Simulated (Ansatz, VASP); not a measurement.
# One calculation of Si, two programs

The input INCAR:

```
SYSTEM = Si
PREC = Accurate
ENCUT = 500
EDIFF = 1E-6
ISMEAR = -1
SIGMA = 0.01
LREAL = .False.
LASPH = .True.
NELM = 120
ALGO = Normal
ISIF = 2
LWAVE = .False.
LCHARG = .False.
GGA = CA
NBANDS = 11
GGA_COMPAT = .False.
```

The input KPOINTS:

```
Automatic mesh
0
Gamma
  9 9 9
  0 0 0
```

The input POSCAR:

```
Si
1.0
    0.0000000000      2.7348634851      2.7348634851
    2.7348634851      0.0000000000      2.7348634851
    2.7348634851      2.7348634851      0.0000000000
Si
2
Direct
    0.7500000000      0.7500000000      0.7500000000
    0.5000000000      0.5000000000      0.5000000000
```

Input for Ansatz:

```yaml
crystal:
  lattice:
    - [0.0, 2.7348634851, 2.7348634851]
    - [2.7348634851, 0.0, 2.7348634851]
    - [2.7348634851, 2.7348634851, 0.0]
  atoms:
    - { symbol: Si, position: [0.75, 0.75, 0.75] }
    - { symbol: Si, position: [0.5, 0.5, 0.5] }
basis:
  ecutwfc: 420.0
  ecutrho_ratio: 4
  xc_grid: 2
  fft_grid_basis: typed
  precision: f64
hamiltonian:
  xc: lda
  pseudopotentials: { kind: paw, azcp: { folder: soft_1 } }
scf:
  max_iter: 100
  self_checks: high
  occupations: { method: fermi_dirac, width: 0.01 }
kpoints:
  mp_grid: { grid: [9, 9, 9] }
  band_path: { path: [VBM, CBM], npoints: 1 }
checkpoint:
  write: "../edges.lda.run"
  compress: false
  write_wavefunctions: true
  write_every: 100000
```

Alike in both runs: task single point; functional LDA; k mesh 9 × 9 × 9; occupations fermi-dirac, width 0.01 eV; no spin polarisation.

|  | VASP | Ansatz |
| --- | --- | --- |
| version | VASP 6.6.1 | Ansatz 0.2.0 |
| potentials or method | VASP PAW LDA potentials, release 64 (Si), cutoff 500 eV | plane-wave PAW DFT |
| valence electrons in the cell | 8 | 8 |

|  | VASP | Ansatz | Ansatz less VASP |
| --- | --- | --- | --- |
| gap on the k mesh at the Fermi level (eV) | 0.52 | 0.52 | +0.003 |

Ansatz warns that its potentials were made for another functional, while VASP's fit it. LDA's correlation is that of Perdew and Zunger in VASP and of Perdew and Wang (1992) in Ansatz.
